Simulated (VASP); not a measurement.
Here is a VASP 6.6.1 calculation.

File INCAR:

```
SYSTEM = C
PREC = Accurate
ENCUT = 520
EDIFF = 1E-6
ISMEAR = 0
SIGMA = 0.05
LREAL = .False.
LASPH = .True.
NELM = 80
ALGO = Normal
ISIF = 2
LWAVE = .False.
LCHARG = .False.
GGA = PE
NBANDS = 11
```

File KPOINTS:

```
Automatic mesh
0
Gamma
  12 12 12
  0 0 0
```

File POSCAR:

```
C
1.0
    0.0000000000      1.7834000000      1.7834000000
    1.7834000000      0.0000000000      1.7834000000
    1.7834000000      1.7834000000      0.0000000000
C
2
Direct
    0.5560726702      0.5560726702      0.3646285992
    0.7500000000      0.7500000000      0.7500000000
```

Potentials or basis: VASP PAW PBE potentials, release 64 (C).

Run with:

```sh
$ cat potpaw_PBE.64/C/POTCAR > POTCAR
$ mpirun -np 1 vasp_std > vasp.out
```

(1) Predict the pressure.

(2) What does it give for the largest force?

Answers

(1) 44.1 GPa.

(2) 15.532 eV/Å.

Caveat: the cell differs from its parent crystal (atom 1 (C) moved by (-0.200, +0.200) A along [1 1 0] and z); forces of over 1 eV/Å act on the atoms, so gaps and moduli don't describe the material at rest.
